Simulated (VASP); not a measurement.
Here is a VASP 6.6.1 calculation.

The input INCAR:

```
PREC = Accurate ; ENCUT = 520
EDIFF = 1E-6 ; ISMEAR = 0
SIGMA = 0.03 ; LREAL = F
LASPH = T ; NELM = 100
ALGO = Normal ; ISIF = 2
LWAVE = F ; LCHARG = F
GGA = PS ; NBANDS = 31
```

File KPOINTS:

```
Automatic mesh
0
Gamma
  6 6 6
```

POSCAR

```
Si7Ge
1.0
    5.4591768100      0.0000000000      0.0000000000
    0.0000000000      5.4591768100      0.0000000000
    0.0000000000      0.0000000000      5.4591768100
Si Ge
7 1
Direct
    0.2731636476      0.2731636476      0.2731636476
   -0.0301484125      0.4945063452      0.4945063452
    0.4945063452      0.4945063452     -0.0301484125
    0.4945063452     -0.0301484125      0.4945063452
    0.7423019978      0.2218310752      0.7423019978
    0.7423019978      0.7423019978      0.2218310752
    0.2218310752      0.7423019978      0.7423019978
    0.0237954943      0.0237954943      0.0237954943
```

Potentials or basis: VASP PAW PBE potentials, release 64 (Si, Ge_d).

Command:

```console
$ cat potpaw_PBE.64/Si/POTCAR potpaw_PBE.64/Ge_d/POTCAR > POTCAR
$ mpirun -np 1 vasp_std > vasp.out
```

(1) Estimate the band gap on the k mesh.

(2) What does it give for the largest force?

(3) What does it give for the pressure?

Answers

(1) 0.34 eV (least direct gap 0.36 eV).

(2) 1.086 eV/Å.

(3) -1.0 GPa.

Caveat: the cell differs from its parent crystal (atoms displaced along a vibrational mode); the PAW data sets were made with another functional, which shifts forces and pressure a little.
